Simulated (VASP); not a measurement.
# MgB2 (P6/mmm) in VASP: a series of runs, part 2 of 3

VASP 6.6.1.

**4. Electric field gradients, LDA (zz strain of +2 %)**

The input, INCAR:

```
SYSTEM = MgB2
ALGO     = Normal         ! electronic algorithm
EDIFF    = 1E-8           ! SCF threshold, eV
ENCUT    = 520            ! plane-wave cutoff, eV
ISIF     = 2              ! what is computed and relaxed
ISMEAR   = -1             ! smearing method
LASPH    = .TRUE.         ! aspherical terms in the spheres
LCHARG   = .FALSE.        ! write CHGCAR
LEFG     = .TRUE.       
LREAL    = .FALSE.        ! projectors in reciprocal space
LWAVE    = .FALSE.        ! write WAVECAR
NBANDS   = 11             ! bands
NELM     = 80             ! most SCF steps
PREC     = Accurate       ! precision mode
SIGMA    = 0.05           ! smearing width, eV
```

The input, KPOINTS:

```
k-points
0
G
  12 12 9
  0 0 0
```

The input, POSCAR:

```
MgB2
1.0
    3.0850007055      0.0000000000      0.0000000000
   -1.5425003528      2.6716889817      0.0000000000
    0.0000000000      0.0000000000      3.5934600000
Mg B
1 2
Direct
    0.0000000000      0.0000000000      0.0000000000
    0.3333333333      0.6666666667      0.5000000000
    0.6666666667      0.3333333333      0.5000000000
```

Potentials or basis: VASP PAW LDA potentials, release 64 (Mg, B).

On the command line:

```
$ cat potpaw_LDA.64/Mg/POTCAR potpaw_LDA.64/B/POTCAR > POTCAR
$ mpirun -np 1 vasp_std > vasp.out
```

OUTCAR:

```text
SYSTEM = MgB2
   EDIFF = 1E-8
   ENCUT = 520
   ISIF = 2
   ISMEAR = -1
   LASPH = .TRUE.
   LREAL = .FALSE.
   NELM = 80
   PREC = Accurate

 ion  position               nearest neighbor table
   1  0.000  0.000  0.000-   2 2.53   3 2.53   2 2.53   3 2.53   3 2.53   3 2.53   2 2.53   2 2.53
                             3 2.53   3 2.53   2 2.53   2 2.53
   2  0.333  0.667  0.500-   3 1.78   3 1.78   3 1.78   1 2.53   1 2.53   1 2.53   1 2.53   1 2.53
                             1 2.53
   3  0.667  0.333  0.500-   2 1.78   2 1.78   2 1.78   1 2.53   1 2.53   1 2.53   1 2.53   1 2.53
                             1 2.53

  LATTYP: Found a hexagonal cell.
 ALAT       =     3.0850007055
 C/A-ratio  =     1.1648165894

  Lattice vectors:

 A1 = (   3.0850007055,   0.0000000000,   0.0000000000)
 A2 = (  -1.5425003528,   2.6716889817,   0.0000000000)
 A3 = (   0.0000000000,   0.0000000000,   3.5934600000)

Analysis of symmetry for initial positions (statically):
=====================================================================
 Subroutine PRICEL returns:
 Original cell was already a primitive cell.

 Routine SETGRP: Setting up the symmetry group for a
 hexagonal supercell.

 Subroutine GETGRP returns: Found 24 space group operations
 (whereof 24 operations were pure point group operations)
 out of a pool of 24 trial point group operations.

The static configuration has the point symmetry D_6h.

Analysis of symmetry for dynamics (positions and initial velocities):
=====================================================================
 Subroutine PRICEL returns:
 Original cell was already a primitive cell.

 Routine SETGRP: Setting up the symmetry group for a
 hexagonal supercell.

 Subroutine GETGRP returns: Found 24 space group operations
 (whereof 24 operations were pure point group operations)
 out of a pool of 24 trial point group operations.

The dynamic configuration has the point symmetry D_6h.

 Subroutine INISYM returns: Found 24 space group operations
 (whereof 24 operations are pure point group operations),
 and found     1 'primitive' translations

----------------------------------------------------------------------------------------

                                     Primitive cell

  volume of cell :      29.6179

  direct lattice vectors                    reciprocal lattice vectors
     3.085000706  0.000000000  0.000000000     0.324149034  0.187147532  0.000000000
    -1.542500353  2.671688982  0.000000000     0.000000000  0.374295065  0.000000000
     0.000000000  0.000000000  3.593460000     0.000000000  0.000000000  0.278283326

  length of vectors
     3.085000706  3.085000706  3.593460000     0.374295065  0.374295065  0.278283326

  position of ions in fractional coordinates (direct lattice)
     0.000000000  0.000000000  0.000000000
     0.333333333  0.666666667  0.500000000
     0.666666667  0.333333333  0.500000000

  ion indices of the primitive-cell ions
   primitive index   ion index
                 1           1
                 2           2
                 3           3

[... 90 lines left out ...]
     AMIX     =   0.40;   BMIX     =  1.00
     AMIX_MAG =   1.60;   BMIX_MAG =  1.00
  volume/ion in A,a.u.               =       9.87        66.62
  Fermi-wavevector in a.u.,A,eV,Ry     =   1.058246  1.999796 15.236969  1.119886
  Thomas-Fermi vector in A             =   2.193549
   LORBIT       =      0    0 simple, 1 ext, 2 COOP (PROOUT), +10 PAW based schemes
   GGA     = CA    functional components
   LHFCALC =     F    Hartree Fock is set to
   AEXX    =    0.0000 exact exchange contribution
   IVDW    =     0    specifies the selected vdW correction
   LEPSILON=     F    determine dielectric tensor
   LRPA    =     F    only Hartree local field effects (RPA)
 non-spin polarized calculation
  energy-cutoff  :      520.00
  volume of cell :       29.62
 maximum number of plane-waves:       812
 NGX is ok and might be reduce to    24
   NGX = 11   NGY = 11   NGZ = 13

 number of electron       8.0000000 magnetization

 Free energy of the ion-electron system (eV)
  ---------------------------------------------------
  ext. energy  EPLUGINS =         0.00000000
  ---------------------------------------------------
  free energy    TOTEN  =       -17.21735539 eV

  energy without entropy =      -17.21225402  energy(sigma->0) =      -17.21480471

 E-fermi :   5.0354     XC(G=0): -11.0105

 val. band max:        4.9933424384   @ k =   0.2500   0.2500   0.0000
 cond. band min:       5.0366801218   @ k =   0.3333   0.1667   0.0000
 fundamental gap:      0.0433376835
 Fermi energy:         5.0354163742

 k-point     1 :       0.0000    0.0000    0.0000
  band No.  band energies     occupation
      1      -7.1085      2.00000
      2       1.9933      2.00000
      3       5.5076      0.00016
      4       5.5076      0.00016
      5       6.3539      0.00000
      6      11.4571      0.00000
      7      11.4571      0.00000
      8      13.3965      0.00000
      9      14.8431      0.00000
     10      17.6371      0.00000
     11      20.8350      0.00000
[... 309 lines left out ...]
 k-point    24 :       0.3333   -0.0000    0.1111
  band No.  band energies     occupation
      1      -5.1278      2.00000
      2       0.2178      2.00000
      3       3.1054      2.00000
      4       3.4667      2.00000
      5       8.7567      0.00000
      6       9.5042      0.00000
      7      10.3727      0.00000
      8      14.1186      0.00000
      9      16.8097      0.00000
     10      17.3386      0.00000
     11      17.7479      0.00000

 [... further k-points ...]
[... 5 lines left out ...]
  --------------------------------------------------------------------------------------
  -------------------------------------------------------------------------------------
  Total       -1.6538106     -1.6538106     -2.2269121      0.0000000     -0.0000000      0.0000000
  in kB      -89.4627747    -89.4627747   -120.4646670      0.0000000     -0.0000000      0.0000000
  external PRESSURE =     -99.7967388 kB  Pullay stress =       0.0000000 kB

 VOLUME and BASIS-vectors are now :
 -----------------------------------------------------------------------------
  energy-cutoff  :      520.00
  volume of cell :       29.62
      direct lattice vectors                 reciprocal lattice vectors
     3.085000706  0.000000000  0.000000000     0.324149034  0.187147532  0.000000000
    -1.542500353  2.671688982  0.000000000     0.000000000  0.374295065  0.000000000
     0.000000000  0.000000000  3.593460000     0.000000000  0.000000000  0.278283326

 POSITION                                       TOTAL-FORCE (eV/Angst)
 -----------------------------------------------------------------------------------
      0.00000      0.00000      0.00000        -0.000000      0.000000      0.000000
     -0.00000      1.78113      1.79673         0.000000      0.000000      0.000000
      1.54250      0.89056      1.79673         0.000000      0.000000      0.000000
 -----------------------------------------------------------------------------------
    total drift:                                0.000000     -0.000000      0.000000

  FREE ENERGIE OF THE ION-ELECTRON SYSTEM (eV)
  ---------------------------------------------------
  free  energy   TOTEN  =       -17.2173553929 eV

  energy  without entropy=      -17.2122540242  energy(sigma->0) =      -17.21480471

 Electric field gradients (V/A^2)
---------------------------------------------------------------------
 ion       V_xx      V_yy      V_zz      V_xy      V_xz      V_yz
---------------------------------------------------------------------
   1       0.108     0.108    -0.215    -0.000    -0.000    -0.000
   2     -10.150   -10.150    20.301     0.000     0.000    -0.000
   3     -10.150   -10.150    20.301     0.000     0.000    -0.000
---------------------------------------------------------------------

 Electric field gradients after diagonalization (V/A^2)
 (convention: |V_zz| > |V_xx| > |V_yy|)
----------------------------------------------------------------------
 ion       V_xx      V_yy      V_zz     asymmetry (V_yy - V_xx)/ V_zz
----------------------------------------------------------------------
   1       0.108     0.108    -0.215       0.000
   2     -10.150   -10.150    20.301       0.000
   3     -10.150   -10.150    20.301       0.000
----------------------------------------------------------------------

           NMR quadrupolar parameters

 Cq : quadrupolar parameter    Cq=e*Q*V_zz/h
 eta: asymmetry parameters     (V_yy - V_xx)/ V_zz
 Q  : nuclear electric quadrupole moment in mb (millibarn)
----------------------------------------------------------------------
 ion       Cq(MHz)       eta       Q (mb)
----------------------------------------------------------------------
   1      -0.001       0.000       1.000
   2       0.049       0.000       1.000
   3       0.049       0.000       1.000
----------------------------------------------------------------------
```

It took 38 s on 1 thread of AMD EPYC 7R43 (Zen 3), shared host; peak memory 0.12 GiB.

What came out:

* Free energy: -17.2174 eV
* Pressure: -10.0 GPa
* Band gap on the k mesh: zero (band 4 reaches 6.76 eV, above the bottom of band 5 at 3.23 eV)

Electric field gradients, principal values (V/Å²):
```csv
atom,least,middle,greatest (by size)
1 Mg,0.108,0.108,-0.215
2 B,-10.150,-10.150,20.301
3 B,-10.150,-10.150,20.301
```

Caveat: the cell differs from its parent crystal (zz strain of +2 %); without QUAD_EFG the Cq values of the log hold for a quadrupole moment of 1 mb, not for the nuclei.

**5. Electric field gradients, LDA (zz strain of +2 %)**

The input, INCAR:

```
PREC = Accurate
ENCUT = 520
EDIFF = 1E-8
ISMEAR = -1
SIGMA = 0.05
LREAL = False
LASPH = True
NELM = 100
ALGO = Normal
ISIF = 2
LWAVE = False
LCHARG = False
LEFG = True
NBANDS = 11
```

The input, KPOINTS:

```
Automatic mesh
0
Gamma
  12 12 9
```

POSCAR is that of step 4.

Potentials or basis: VASP PAW LDA potentials, release 64 (Mg, B).

On the command line:

```
$ cat potpaw_LDA.64/Mg/POTCAR potpaw_LDA.64/B/POTCAR > POTCAR
$ mpirun -np 1 vasp_std > vasp.out
```

OUTCAR:

```text
PREC = Accurate
   ENCUT = 520
   EDIFF = 1E-8
   ISMEAR = -1
   LREAL = False
   LASPH = True
   NELM = 100
   ISIF = 2

 ion  position               nearest neighbor table
   1  0.000  0.000  0.000-   2 2.53   3 2.53   2 2.53   3 2.53   3 2.53   3 2.53   2 2.53   2 2.53
                             3 2.53   3 2.53   2 2.53   2 2.53
   2  0.333  0.667  0.500-   3 1.78   3 1.78   3 1.78   1 2.53   1 2.53   1 2.53   1 2.53   1 2.53
                             1 2.53
   3  0.667  0.333  0.500-   2 1.78   2 1.78   2 1.78   1 2.53   1 2.53   1 2.53   1 2.53   1 2.53
                             1 2.53

  LATTYP: Found a hexagonal cell.
 ALAT       =     3.0850007055
 C/A-ratio  =     1.1648165894

  Lattice vectors:

 A1 = (   3.0850007055,   0.0000000000,   0.0000000000)
 A2 = (  -1.5425003528,   2.6716889817,   0.0000000000)
 A3 = (   0.0000000000,   0.0000000000,   3.5934600000)

Analysis of symmetry for initial positions (statically):
=====================================================================
 Subroutine PRICEL returns:
 Original cell was already a primitive cell.

 Routine SETGRP: Setting up the symmetry group for a
 hexagonal supercell.

 Subroutine GETGRP returns: Found 24 space group operations
 (whereof 24 operations were pure point group operations)
 out of a pool of 24 trial point group operations.

The static configuration has the point symmetry D_6h.

Analysis of symmetry for dynamics (positions and initial velocities):
=====================================================================
 Subroutine PRICEL returns:
 Original cell was already a primitive cell.

 Routine SETGRP: Setting up the symmetry group for a
 hexagonal supercell.
[... 487 lines left out ...]
      2       0.2178      2.00000
      3       3.1054      2.00000
      4       3.4667      2.00000
      5       8.7567      0.00000
      6       9.5042      0.00000
      7      10.3727      0.00000
      8      14.1186      0.00000
      9      16.8097      0.00000
     10      17.3386      0.00000
     11      17.7479      0.00000

 [... further k-points ...]
[... 5 lines left out ...]
  --------------------------------------------------------------------------------------
  -------------------------------------------------------------------------------------
  Total       -1.6538106     -1.6538106     -2.2269121      0.0000000     -0.0000000      0.0000000
  in kB      -89.4627747    -89.4627747   -120.4646670      0.0000000     -0.0000000      0.0000000
  external PRESSURE =     -99.7967388 kB  Pullay stress =       0.0000000 kB

 VOLUME and BASIS-vectors are now :
 -----------------------------------------------------------------------------
  energy-cutoff  :      520.00
  volume of cell :       29.62
      direct lattice vectors                 reciprocal lattice vectors
     3.085000706  0.000000000  0.000000000     0.324149034  0.187147532  0.000000000
    -1.542500353  2.671688982  0.000000000     0.000000000  0.374295065  0.000000000
     0.000000000  0.000000000  3.593460000     0.000000000  0.000000000  0.278283326

 POSITION                                       TOTAL-FORCE (eV/Angst)
 -----------------------------------------------------------------------------------
      0.00000      0.00000      0.00000        -0.000000      0.000000      0.000000
     -0.00000      1.78113      1.79673         0.000000      0.000000      0.000000
      1.54250      0.89056      1.79673         0.000000      0.000000      0.000000
 -----------------------------------------------------------------------------------
    total drift:                                0.000000     -0.000000      0.000000

  FREE ENERGIE OF THE ION-ELECTRON SYSTEM (eV)
  ---------------------------------------------------
  free  energy   TOTEN  =       -17.2173553929 eV

  energy  without entropy=      -17.2122540242  energy(sigma->0) =      -17.21480471

 Electric field gradients (V/A^2)
---------------------------------------------------------------------
 ion       V_xx      V_yy      V_zz      V_xy      V_xz      V_yz
---------------------------------------------------------------------
   1       0.108     0.108    -0.215    -0.000    -0.000    -0.000
   2     -10.150   -10.150    20.301     0.000     0.000    -0.000
   3     -10.150   -10.150    20.301     0.000     0.000    -0.000
---------------------------------------------------------------------

 Electric field gradients after diagonalization (V/A^2)
 (convention: |V_zz| > |V_xx| > |V_yy|)
----------------------------------------------------------------------
 ion       V_xx      V_yy      V_zz     asymmetry (V_yy - V_xx)/ V_zz
----------------------------------------------------------------------
   1       0.108     0.108    -0.215       0.000
   2     -10.150   -10.150    20.301       0.000
   3     -10.150   -10.150    20.301       0.000
----------------------------------------------------------------------

           NMR quadrupolar parameters

 Cq : quadrupolar parameter    Cq=e*Q*V_zz/h
 eta: asymmetry parameters     (V_yy - V_xx)/ V_zz
 Q  : nuclear electric quadrupole moment in mb (millibarn)
----------------------------------------------------------------------
 ion       Cq(MHz)       eta       Q (mb)
----------------------------------------------------------------------
   1      -0.001       0.000       1.000
   2       0.049       0.000       1.000
   3       0.049       0.000       1.000
----------------------------------------------------------------------
```

Run time: 48 s. Hardware: 1 thread of AMD EPYC 7R43 (Zen 3), shared host; peak memory 0.12 GiB.

Results:

```yaml
Free_energy: -17.2174 eV
Pressure: -10.0 GPa
Band_gap_on_the_k_mesh: zero (band 4 reaches 6.76 eV, above the bottom of band 5 at 3.23 eV)
```

Stress tensor (GPa, compression positive):
```
 -8.95   0.00   0.00
  0.00  -8.95   0.00
  0.00   0.00 -12.05
```

Levels at points of the mesh, in eV from the Fermi level:
| k point | band 1 | band 2 | band 3 | band 4 | band 5 | band 6 | band 7 | band 8 |
| --- | --- | --- | --- | --- | --- | --- | --- | --- |
| (0.00, 0.00, 0.00) | -12.14 | -3.04 | 0.47 | 0.47 | 1.32 | 6.42 | 6.42 | 8.36 |
| (0.50, 0.00, 0.00) | -8.26 | -7.62 | -2.04 | 0.15 | 2.95 | 4.04 | 5.00 | 6.67 |

Electric field gradients, principal values (V/Å²):
```csv
atom,least,middle,greatest (by size)
1 Mg,0.108,0.108,-0.215
2 B,-10.150,-10.150,20.301
3 B,-10.150,-10.150,20.301
```

Caveat: the cell differs from its parent crystal (zz strain of +2 %); without QUAD_EFG the Cq values of the log hold for a quadrupole moment of 1 mb, not for the nuclei.

(Part 2 of 3 ends here.)
